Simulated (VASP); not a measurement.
Runs of VASP 6.6.1 on KH13O7. The cells are those of the table. 

| task | cell | gap on the mesh (eV) | pressure (GPa) | largest force (eV/Å) |
| --- | --- | --- | --- | --- |
| single point | a = 6.164 Å, 21 atoms | 3.58 | 0.0 | (b) |
| single point | a = 6.269 Å, 21 atoms | 3.49 | -1.4 | 4.02 |
| single point | a = 6.066 Å, 21 atoms | 3.59 | 3.5 | 8.12 |
| single point | a = 6.061 Å, 21 atoms | 4.04 | (a) | 5.02 |

Alike in all rows: level LDA; potentials or basis VASP PAW LDA potentials, release 64 (O, H, K_sv); no spin polarisation; k mesh 1 × 1 × 1; cutoff (eV) 520; smearing fermi-dirac 0.05 eV.

**Question.** Estimate the missing entries.

**Answer.** (a) -1.3; (b) 3.80.

Caveats: all runs use coarse meshes.

A k mesh can miss the band edges.
